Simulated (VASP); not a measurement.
Input of a VASP 6.6.1 run:

The input INCAR:

```
PREC = Accurate ; ENCUT = 520
EDIFF = 1E-6 ; ISMEAR = 0
SIGMA = 0.1 ; LREAL = False
LASPH = True ; NELM = 100
ALGO = Normal ; ISIF = 2
LWAVE = False ; LCHARG = True
LDIPOL = True ; IDIPOL = 3
DIPOL = 0.5 0.5 0.500 ; GGA = PE
LELF = True ; LVHAR = True
LVACPOTAV = True ; NBANDS = 9
```

File KPOINTS:

```
regular mesh
0
Gamma
  6 6 1
```

Contents of POSCAR:

```
Mg
1.0
    2.8722830000      0.0000000000      0.0000000000
    0.0000000000      2.8722830000      0.0000000000
    0.0000000000      0.0000000000     17.0000000000
Mg
2
Direct
    0.0000000000      0.0000000000      0.4316351300
    0.0000000000      0.0000000000      0.5683648700
```

Potentials or basis: VASP PAW PBE potentials, release 64 (Mg).

Launch:

```console
$ cat potpaw_PBE.64/Mg/POTCAR > POTCAR
$ mpirun -np 1 vasp_std > vasp.out
```

(1) Predict the largest force.

(2) Estimate the band gap on the k mesh.

Results:

(1) 2.555 eV/Å.

(2) zero (bands 2 and 3 overlap by 2.17 eV).

Caveat: the k points lie up to 0.36 Å⁻¹ apart, too coarse for converged energies and pressures of a metal.
